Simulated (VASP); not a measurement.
A run of VASP 6.6.1 is set up as follows.

The input INCAR:

```
SYSTEM = GdO
ALGO = Normal
EDIFF = 1E-6
ENCUT = 520
GGA = PE
ISIF = 2
ISMEAR = 0
ISPIN = 2
IVDW = 13
LASPH = .True.
LCHARG = .False.
LDAU = .True.
LDAUJ = 0 0
LDAUL = 3 -1
LDAUPRINT = 1
LDAUTYPE = 2
LDAUU = 6 0
LMAXMIX = 6
LORBIT = 11
LREAL = .False.
LWAVE = .False.
MAGMOM = 7.71 0.02
NBANDS = 23
NELM = 150
PREC = Accurate
SIGMA = 0.05
```

KPOINTS

```
k-points
0
Gamma
  8 8 8
  0 0 0
```

Contents of POSCAR:

```
GdO
1.0
    0.0000000000      2.6789738271      2.6789738271
    2.6789738271      0.0000000000      2.6789738271
    2.6789738271      2.6789738271      0.0000000000
Gd O
1 1
Direct
    0.0000000000      0.0000000000      0.0000000000
    0.2500000000      0.2500000000      0.2500000000
```

Potentials or basis: VASP PAW PBE potentials, release 64 (Gd, O).

Command:

```console
$ cat potpaw_PBE.64/Gd/POTCAR potpaw_PBE.64/O/POTCAR > POTCAR
$ mpirun -np 1 vasp_std > vasp.out
```

(1) Estimate the pressure.

(2) Predict the dispersion energy per atom.

(3) Predict the site moments.

(4) What does it give for the net moment?

Results:

(1) 0.0 GPa.

(2) -0.244 eV.

(3) Gd +7.07; O +0.01 μB.

(4) 7.94 μB per cell.

Caveat: a cell with one magnetic atom can't hold antiferromagnetic order, which such compounds often take.
